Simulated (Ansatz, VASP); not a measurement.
**BaTiO3 in VASP and in Ansatz**

```
Ba Ti O
1.0
     2.81762    1.62675    2.31102
    -2.81762    1.62675    2.31102
     0.00000   -3.25350    2.31102
Ba Ti O
1 1 3
Direct
  0.99669 0.99669 0.99669
  0.50090 0.50090 0.50090
  0.49197 0.98958 0.49197
  0.49197 0.49197 0.98958
  0.98958 0.49197 0.49197
```

Change from the starting cell: equal strain along all axes, cell held, atoms relaxed: -1.5 %.

Alike in both runs: functional PBE; k mesh 6 × 6 × 6; occupations gaussian, width 0.02 eV; no spin polarisation; Hubbard terms Ti d U = 4.0 eV.

Ansatz relaxed the structure, and its values are those at the end. VASP's run is a single point on that final structure, the one shown.

```csv
,VASP,Ansatz
version,VASP 6.6.1,Ansatz 0.2.0
potentials or method,"VASP PAW PBE potentials, release 64 (Ba_sv, Ti_sv, O), cutoff 520 eV","scalar-relativistic, plane waves, PAW"
valence electrons in the cell,40,40
```

```csv
,VASP,Ansatz,Ansatz less VASP
gap on the k mesh at the Fermi level (eV),2.31,2.36,+0.047
least direct gap on the mesh (eV),2.51,2.53,+0.013
pressure (GPa),9.2,5.3,-3.87
rms of the force components (eV/Å),0.097,0.002,-0.0955
```

The programs project onto different local orbitals, so the same U acts differently, and such runs can settle in different states. Ansatz's warnings: stress scf threshold loose.

Spin-orbit coupling is off throughout.
